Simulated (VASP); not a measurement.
# SiC (Pm) in VASP: a series of runs

The runs below take SiC through single point, with r2SCAN.

Everything below comes from runs of VASP 6.6.1. Logs are shortened: lines on timing, memory, paths and dates and some standing lists are left out, and cuts for length are marked.

### Step 1. The cell of the first run

The structure is monoclinic, space group Pm (No. 6). Conventional cell: a = 4.356 Å, b = 3.080 Å, c = 9.251 Å, α = 90.00°, β = 92.70°, γ = 90.00°. Within 2.5 Å of Si (site symmetry m) lie 4 C at 1.89 Å. Within 2.5 Å of Si (site symmetry m) lie 4 C at 1.89 Å. Si (site symmetry m) has 4 C at 1.89 Å within 2.5 Å. Si (site symmetry m) has 4 C at 1.89 Å within 2.5 Å. Si (site symmetry m) has 4 C at 1.67 to 1.89 Å within 2.2 Å. Within 2.5 Å of Si (site symmetry m) lie 4 C at 1.89 to 2.17 Å. C (site symmetry m) has 4 Si at 1.89 Å within 2.5 Å. Within 2.5 Å of C (site symmetry m) lie 4 Si at 1.89 Å.

### Step 2. Single point, r2SCAN

Input file POSCAR:

```
SiC
1.0
    4.3562899735      0.0000000000      0.0000000000
    0.0000000000      2.1781449867     -2.1781449867
    0.4356289974      6.5344349602      6.5344349602
Si C
6 6
Direct
   -0.0249983333      0.0000000000      0.2499833333
    0.4583350000      0.5000000000      0.4166500000
   -0.0583316667      0.0000000000      0.5833166667
    0.4250016667      0.5000000000      0.7499833333
   -0.0916650000      0.0000000000      0.9166500000
    0.4916683333      0.5000000000      0.0833166667
    0.7083350000      0.0000000000      0.4166500000
    0.1916683333      0.5000000000      0.5833166667
    0.6750016667      0.0000000000      0.7499833333
    0.1583350000      0.5000000000      0.9166500000
    0.7416683333      0.0000000000      0.0833166667
    0.2250016667      0.5000000000      0.2499833333
```

Input file INCAR.step1:

```
ALGO = Normal ; EDIFF = 1E-5
ENCUT = 660 ; GGA = PE
GGA_COMPAT = F ; ISMEAR = 0
LASPH = T ; LCHARG = F
LREAL = F ; LWAVE = T
NBANDS = 36 ; NELM = 120
PREC = Accurate ; SIGMA = 0.05
```

Input file INCAR.step2:

```
ALGO = Normal ; EDIFF = 1E-6
ENCUT = 660 ; GGA_COMPAT = F
ISIF = 2 ; ISMEAR = 0
ISTART = 1 ; LASPH = T
LCHARG = F ; LMIXTAU = T
LREAL = F ; LWAVE = F
METAGGA = R2SCAN ; NBANDS = 36
NELM = 120 ; PREC = Accurate
SIGMA = 0.05
```

Input file KPOINTS:

```
k-points
0
Gamma
  6 9 3
```

Potentials or basis: VASP PAW PBE potentials, release 64 (Si, C).

The run is started by

```sh
cat potpaw_PBE.64/Si/POTCAR potpaw_PBE.64/C/POTCAR > POTCAR
cp INCAR.step1 INCAR
mpirun -np 1 vasp_std > vasp.out
cp INCAR.step2 INCAR
mpirun -np 1 vasp_std > vasp.out
```

OUTCAR:

```text
EDIFF = 1E-6
   ENCUT = 660
   ISIF = 2
   ISMEAR = 0
   ISTART = 1
   LASPH = T
   LREAL = F
   METAGGA = R2SCAN
   NELM = 120
   PREC = Accurate

 ion  position               nearest neighbor table
   1  0.975  0.000  0.250-  11 1.89  12 1.89  12 1.89   7 1.89   6 3.08   6 3.08   6 3.08   6 3.08
                             2 3.08   2 3.08   2 3.08   2 3.08   3 3.08   5 3.11
   2  0.458  0.500  0.417-   7 1.89   7 1.89  12 1.89   8 1.89   6 3.08   4 3.08   1 3.08   1 3.08
                             3 3.08   3 3.08   1 3.08   1 3.08   3 3.08   3 3.08
   3  0.942  0.000  0.583-   9 1.89   8 1.89   8 1.89   7 1.89   4 3.08   4 3.08   5 3.08   4 3.08
                             4 3.08   2 3.08   2 3.08   2 3.08   2 3.08   1 3.08
   4  0.425  0.500  0.750-   8 1.89   9 1.89   9 1.89  10 1.89   3 3.08   3 3.08   2 3.08   3 3.08
                             3 3.08   5 3.08   5 3.08   5 3.08   5 3.08   6 3.11
   5  0.908  0.000  0.917-  11 1.67  10 1.89  10 1.89   9 1.89   6 2.79   6 2.79   3 3.08   4 3.08
                             4 3.08   4 3.08   4 3.08   1 3.11
   6  0.492  0.500  0.083-  12 1.89  11 1.89  11 1.89  10 2.17   5 2.79   5 2.79   1 3.08   1 3.08
                             2 3.08   1 3.08   1 3.08   4 3.11
   7  0.708  0.000  0.417-   2 1.89   2 1.89   3 1.89   1 1.89
   8  0.192  0.500  0.583-   4 1.89   3 1.89   3 1.89   2 1.89
   9  0.675  0.000  0.750-   3 1.89   4 1.89   4 1.89   5 1.89
  10  0.158  0.500  0.917-   5 1.89   5 1.89   4 1.89   6 2.17
  11  0.742  0.000  0.083-   5 1.67   1 1.89   6 1.89   6 1.89
  12  0.225  0.500  0.250-   6 1.89   1 1.89   1 1.89   2 1.89

  LATTYP: Found a simple monoclinic cell.
 ALAT       =     4.3562899735
 B/A-ratio  =     0.7071067812
 C/A-ratio  =     2.1236760581
 COS(beta)  =    -0.0470881609

  Lattice vectors:

 A1 = (   4.3562899735,   0.0000000000,   0.0000000000)
 A2 = (   0.0000000000,  -2.1781449867,   2.1781449867)
 A3 = (  -0.4356289974,  -6.5344349602,  -6.5344349602)

Analysis of symmetry for initial positions (statically):
=====================================================================
 Subroutine PRICEL returns:
 Original cell was already a primitive cell.

 Routine SETGRP: Setting up the symmetry group for a
 simple monoclinic supercell.

 Subroutine GETGRP returns: Found  2 space group operations
 (whereof  2 operations were pure point group operations)
 out of a pool of  4 trial point group operations.

The static configuration has the point symmetry C_1h.

Analysis of symmetry for dynamics (positions and initial velocities):
=====================================================================
 Subroutine PRICEL returns:
 Original cell was already a primitive cell.

 Routine SETGRP: Setting up the symmetry group for a
 simple monoclinic supercell.

 Subroutine GETGRP returns: Found  2 space group operations
 (whereof  2 operations were pure point group operations)
 out of a pool of  4 trial point group operations.

The dynamic configuration has the point symmetry C_1h.

 Subroutine INISYM returns: Found  2 space group operations
 (whereof  2 operations are pure point group operations),
 and found     1 'primitive' translations

----------------------------------------------------------------------------------------

                                     Primitive cell

  volume of cell :     124.0057

  direct lattice vectors                    reciprocal lattice vectors
     4.356289974  0.000000000  0.000000000     0.229553130 -0.007651771 -0.007651771
     0.000000000  2.178144987 -2.178144987     0.000000000  0.229553130 -0.229553130
     0.435628997  6.534434960  6.534434960     0.000000000  0.076517710  0.076517710

  length of vectors
     4.356289974  3.080362181  9.251348719     0.229808048  0.324637150  0.108212383

  position of ions in fractional coordinates (direct lattice)
     0.975001667  0.000000000  0.249983333
     0.458335000  0.500000000  0.416650000
     0.941668333  0.000000000  0.583316667
     0.425001667  0.500000000  0.749983333
     0.908335000  0.000000000  0.916650000
     0.491668333  0.500000000  0.083316667
     0.708335000  0.000000000  0.416650000
     0.191668333  0.500000000  0.583316667
     0.675001667  0.000000000  0.749983333
     0.158335000  0.500000000  0.916650000
     0.741668333  0.000000000  0.083316667
     0.225001667  0.500000000  0.249983333

  ion indices of the primitive-cell ions
   primitive index   ion index
                 1           1
                 2           2
                 3           3
                 4           4
                 5           5
                 6           6
                 7           7
                 8           8
                 9           9
                10          10
                11          11
                12          12

----------------------------------------------------------------------------------------

 KPOINTS: k-points

Automatic generation of k-mesh.
 Grid dimensions read from file:
 generate k-points for:    6    9    3

 Generating k-lattice:

  Cartesian coordinates                     Fractional coordinates (reciprocal lattice)
     0.038258855 -0.001275295 -0.001275295     0.166666667  0.000000000  0.000000000
     0.000000000  0.025505903 -0.025505903     0.000000000  0.111111111  0.000000000
     0.000000000  0.025505903  0.025505903     0.000000000  0.000000000  0.333333333

  Length of vectors
     0.038301341  0.036070794  0.036070794

  Shift w.r.t. Gamma in fractional coordinates (k-lattice)
     0.000000000  0.000000000  0.000000000

 Subroutine IBZKPT returns following result:
 ===========================================

 Found     50 irreducible k-points:

 Following reciprocal coordinates:
            Coordinates               Weight
  0.000000  0.000000  0.000000      1.000000
  0.166667  0.000000  0.000000      2.000000
  0.333333  0.000000  0.000000      2.000000
  0.500000  0.000000  0.000000      1.000000
  0.000000  0.111111  0.000000      2.000000
  0.166667  0.111111  0.000000      4.000000
[... 16 lines left out ...]
  0.333333  0.000000  0.333333      2.000000
  0.500000  0.000000  0.333333      2.000000
 [... further k-points ...]
   k-points           NKPTS =     50   k-points in BZ     NKDIM =     50   number of bands    NBANDS=     36
   number of dos      NEDOS =    301   number of ions     NIONS =     12
   total plane-waves  NPLWV =  89600
   dimension x,y,z NGX =    40 NGY =   28 NGZ =   80
   dimension x,y,z NGXF=    80 NGYF=   56 NGZF=  160
   ions per type =               6   6
   NGX,Y,Z   is equivalent  to a cutoff of  15.26, 15.11, 14.38 a.u.
   NGXF,Y,Z  is equivalent  to a cutoff of  30.53, 30.22, 28.75 a.u.
 SYSTEM =  unknown system
   PREC   = accura    normal or accurate (medium, high low for compatibility)
   ISTART =      1    job   : 0-new  1-cont  2-samecut
   ICHARG =      0    charge: 1-file 2-atom 10-const
   ISPIN  =      1    spin polarized calculation?
   LNONCOLLINEAR =      F non collinear calculations
   LSORBIT =      F    spin-orbit coupling
   LASPH  =      T    aspherical Exc in radial PAW
   ENCUT  =  660.0 eV  48.51 Ry    6.96 a.u.   9.13  6.45 19.38*2*pi/ulx,y,z
   NELM   =    120;   NELMIN=  2; NELMDL=  0     # of ELM steps
   EDIFF  = 0.1E-05   stopping-criterion for ELM
   LREAL  =      F    real-space projection
   EDIFFG = 0.1E-04   stopping-criterion for IOM
   NSW    =      0    number of steps for IOM
   IBRION =     -1    ionic relax: 0-MD 1-quasi-New 2-CG
   NFREE  =      0    steps in history (QN), initial steepest desc. (CG)
   ISIF   =      2    stress and relaxation
   ISYM   =      2    0-nonsym 1-usesym 2-fastsym
   POTIM  = 0.5000    time-step for ionic-motion
   TEBEG  =    0.0;   TEEND  =   0.0 temperature during run
   PSTRESS=    0.0 pullay stress
   NELECT =      48.0000    total number of electrons
   NUPDOWN=      -1.0000    fix difference up-down
   EMIN   =  10.00;   EMAX   =-10.00  energy-range for DOS
   EFERMI =   0.00;   METHOD = LEGACY
   ISMEAR =     0;   SIGMA  =   0.05  broadening in eV -4-tet -1-fermi 0-gaus
   EFERMI_NEDOS =   21; number of points for ismear=-14 and -15
   IALGO  =     38    algorithm
   IMIX   =      4    mixing-type and parameters
     AMIX     =   0.40;   BMIX     =  1.00
     AMIX_MAG =   1.60;   BMIX_MAG =  1.00
  volume/ion in A,a.u.               =      10.33        69.74
  Fermi-wavevector in a.u.,A,eV,Ry     =   1.193094  2.254621 19.367534  1.423474
  Thomas-Fermi vector in A             =   2.329117
   LORBIT       =      0    0 simple, 1 ext, 2 COOP (PROOUT), +10 PAW based schemes
   METAGGA = R2SCAN    functional components
   LHFCALC =     F    Hartree Fock is set to
   AEXX    =    0.0000 exact exchange contribution
   IVDW    =     0    specifies the selected vdW correction
   LEPSILON=     F    determine dielectric tensor
   LRPA    =     F    only Hartree local field effects (RPA)
 non-spin polarized calculation
 Gauss-broadening in eV      SIGMA  =   0.05
  energy-cutoff  :      660.00
  volume of cell :      124.01
 maximum number of plane-waves:      4822
 NGX is ok and might be reduce to    40
   NGX = 19   NGY = 13   NGZ = 39

 number of electron      47.9999999 magnetization

 Free energy of the ion-electron system (eV)
  ---------------------------------------------------
  ext. energy  EPLUGINS =         0.00000000
  ---------------------------------------------------
  free energy    TOTEN  =      -114.50944424 eV

  energy without entropy =     -114.50944424  energy(sigma->0) =     -114.50944424

 E-fermi :   8.4825     XC(G=0): -11.9392

 val. band max:        8.2121852211   @ k =   0.0000   0.0000   0.3333
 cond. band min:       9.4137101818   @ k =   0.0000   0.4444   0.3333
 fundamental gap:      1.2015249607
 Fermi energy:         8.4824963364

 k-point     1 :       0.0000    0.0000    0.0000
  band No.  band energies     occupation
      1      -8.2973      2.00000
      2      -6.9375      2.00000
      3      -6.6943      2.00000
      4      -3.8054      2.00000
      5      -3.3837      2.00000
      6      -2.8416      2.00000
[... 28 lines left out ...]
     35      16.3486      0.00000
     36      16.5529      0.00000

 k-point     2 :       0.1667    0.0000    0.0000
  band No.  band energies     occupation
      1      -8.1183      2.00000
      2      -6.7987      2.00000
      3      -6.5137      2.00000
      4      -4.1610      2.00000
      5      -3.8231      2.00000
      6      -3.3012      2.00000
[... 28 lines left out ...]
     35      16.3108      0.00000
     36      16.4477      0.00000

 k-point     3 :       0.3333    0.0000    0.0000
  band No.  band energies     occupation
      1      -7.6034      2.00000
      2      -6.4253      2.00000
      3      -6.0186      2.00000
      4      -5.2543      2.00000
      5      -4.5962      2.00000
      6      -3.9965      2.00000
[... 28 lines left out ...]
     35      16.1872      0.00000
     36      16.2320      0.00000
[... 742 lines left out ...]
 k-point    23 :       0.3333    0.0000    0.3333
  band No.  band energies     occupation
      1      -7.5018      2.00000
      2      -6.8519      2.00000
      3      -5.5731      2.00000
      4      -5.0969      2.00000
      5      -4.8425      2.00000
      6      -3.9900      2.00000
[... 28 lines left out ...]
     35      16.0275      0.00000
     36      16.3110      0.00000

 k-point    24 :       0.5000    0.0000    0.3333
  band No.  band energies     occupation
      1      -6.9775      2.00000
      2      -6.2697      2.00000
      3      -6.1561      2.00000
      4      -5.6368      2.00000
      5      -4.9461      2.00000
      6      -4.2187      2.00000
[... 28 lines left out ...]
     35      15.9902      0.00000
     36      15.9914      0.00000

 [... further k-points ...]

------------------------ aborting loop because EDIFF is reached ----------------------------------------

  FORCE on cell =-STRESS in cart. coord.  units (eV):
  Direction    XX          YY          ZZ          XY          YZ          ZX
  --------------------------------------------------------------------------------------
  -------------------------------------------------------------------------------------
  Total       -0.6197119      3.0828571      3.0828571     -6.7319134      2.2234680     -6.7319110
  in kB       -8.0067976     39.8311073     39.8311073    -86.9776162     28.7276349    -86.9775853
  external PRESSURE =      23.8851390 kB  Pullay stress =       0.0000000 kB

 VOLUME and BASIS-vectors are now :
 -----------------------------------------------------------------------------
  energy-cutoff  :      660.00
  volume of cell :      124.01
      direct lattice vectors                 reciprocal lattice vectors
     4.356289974  0.000000000  0.000000000     0.229553130 -0.007651771 -0.007651771
     0.000000000  2.178144987 -2.178144987     0.000000000  0.229553130 -0.229553130
     0.435628997  6.534434960  6.534434960     0.000000000  0.076517710  0.076517710

 POSITION                                       TOTAL-FORCE (eV/Angst)
 -----------------------------------------------------------------------------------
      4.35629      1.63350      1.63350         0.320501      0.099534      0.099534
      2.17814      3.81164      1.63350        -0.168143      0.141114      0.141114
      4.35629      3.81164      3.81164         0.234157      0.133262      0.133262
      2.17814      5.98979      3.81164        -0.465723      0.232343      0.232343
      4.35629      5.98979      5.98979         4.385305     -2.655609     -2.655609
      2.17814      1.63350     -0.54465        -2.811494      0.112925      0.112925
      3.26722      2.72257      2.72257        -0.050914     -0.164444     -0.164444
      1.08907      4.90072      2.72257         0.042120     -0.207499     -0.207499
      3.26722      4.90072      4.90072         0.039359      0.084284      0.084284
      1.08907      7.07886      4.90072         2.341266     -0.366854     -0.366854
      3.26722      0.54443      0.54443        -3.716719      2.603760      2.603760
      1.08907      2.72257      0.54443        -0.149716     -0.012817     -0.012817
 -----------------------------------------------------------------------------------
    total drift:                                0.001469     -0.000151     -0.000151

  FREE ENERGIE OF THE ION-ELECTRON SYSTEM (eV)
  ---------------------------------------------------
  free  energy   TOTEN  =      -114.5094442431 eV

  energy  without entropy=     -114.5094442431  energy(sigma->0) =     -114.50944424
```

Run time: 14 min. Hardware: 1 thread of Intel Xeon Platinum 8375C at 2.90GHz (Ice Lake), shared host; peak memory 0.45 GiB.

Results:

- Free energy: -114.5094 eV
- Pressure: 2.4 GPa
- Largest force: 5.774 eV/Å
- Band gap on the k mesh: 1.20 eV, indirect (least direct gap 1.53 eV)

Forces on the atoms (eV/Å):
```
Si   0.321  0.100  0.100
Si  -0.168  0.141  0.141
Si   0.234  0.133  0.133
Si  -0.466  0.232  0.232
Si   4.385 -2.656 -2.656
Si  -2.811  0.113  0.113
C   -0.051 -0.164 -0.164
C    0.042 -0.207 -0.207
C    0.039  0.084  0.084
C    2.341 -0.367 -0.367
C   -3.717  2.604  2.604
C   -0.150 -0.013 -0.013
```

Caveat: the PAW data sets were made with another functional, which shifts forces and pressure a little. A k mesh can miss the band edges.

### Step 3. Single point, r2SCAN

Input file POSCAR:

```
SiC
1.0
    4.3562899735      0.0000000000      0.0000000000
    0.0000000000      2.1781449867     -2.1781449867
    1.3068869920      6.5344349602      6.5344349602
Si C
6 6
Direct
   -0.0749950000      0.0000000000      0.2499833333
    0.3750050000      0.5000000000      0.4166500000
   -0.1749950000      0.0000000000      0.5833166667
    0.2750050000      0.5000000000      0.7499833333
   -0.2749950000      0.0000000000      0.9166500000
    0.4750050000      0.5000000000      0.0833166667
    0.6250050000      0.0000000000      0.4166500000
    0.0750050000      0.5000000000      0.5833166667
    0.5250050000      0.0000000000      0.7499833333
   -0.0249950000      0.5000000000      0.9166500000
    0.7250050000      0.0000000000      0.0833166667
    0.1750050000      0.5000000000      0.2499833333
```

Input file INCAR.step1:

```
SYSTEM = SiC
PREC = Accurate
ENCUT = 660
ISMEAR = 0
SIGMA = 0.05
LREAL = .False.
LASPH = .True.
NELM = 120
NBANDS = 36
GGA = PE
ALGO = Normal
EDIFF = 1E-5
LWAVE = .True.
LCHARG = .False.
GGA_COMPAT = .False.
```

Input file INCAR.step2:

```
SYSTEM = SiC
PREC = Accurate
ENCUT = 660
EDIFF = 1E-6
ISMEAR = 0
SIGMA = 0.05
LREAL = .False.
LASPH = .True.
NELM = 120
ALGO = Normal
ISIF = 2
LWAVE = .False.
LCHARG = .False.
METAGGA = R2SCAN
LMIXTAU = .True.
NBANDS = 36
ISTART = 1
GGA_COMPAT = .False.
```

Input file KPOINTS:

```
regular mesh
0
Gamma
  6 9 3
  0 0 0
```

Potentials or basis: VASP PAW PBE potentials, release 64 (Si, C).

The run is started by

```sh
cat potpaw_PBE.64/Si/POTCAR potpaw_PBE.64/C/POTCAR > POTCAR
cp INCAR.step1 INCAR
mpirun -np 1 vasp_std > vasp.out
cp INCAR.step2 INCAR
mpirun -np 1 vasp_std > vasp.out
```

Run time: 14 min. Hardware: 1 thread of Intel Xeon Platinum 8375C at 2.90GHz (Ice Lake), shared host; peak memory 0.45 GiB.

The run converged. Its results:

* Free energy: -108.2876 eV
* Pressure: 11.1 GPa
* Largest force: 11.910 eV/Å
* Band gap on the k mesh: zero (band 24 reaches 8.86 eV, above the bottom of band 25 at 8.04 eV)

Forces in eV/Å, atoms in the order of the input:
```
Si  -0.084  0.040  0.040
Si   0.024  0.150  0.150
Si   0.258  0.203  0.203
Si  -0.027  0.592  0.592
Si   2.906 -7.869 -7.869
Si  -1.891  1.949  1.949
C   -0.099 -0.172 -0.172
C   -0.082 -0.192 -0.192
C   -0.288 -0.003 -0.003
C    0.962 -2.926 -2.926
C   -1.261  8.375  8.375
C   -0.417 -0.146 -0.146
```

Stress tensor (GPa, compression positive):
```
-1.53 -5.56 -5.56
-5.56 17.46  7.88
-5.56  7.88 17.46
```

Levels at points of the mesh, in eV from the Fermi level:
```csv
k point,band 21,band 22,band 23,band 24,band 25,band 26,band 27,band 28
"(0.00, 0.00, 0.00)",-1.15,-1.02,-0.98,-0.04,1.31,1.77,3.52,3.98
"(0.50, 0.00, 0.00)",-2.08,-1.65,-0.60,-0.02,1.07,3.71,4.21,5.02
```

Caveat: the PAW data sets were made with another functional, which shifts forces and pressure a little.
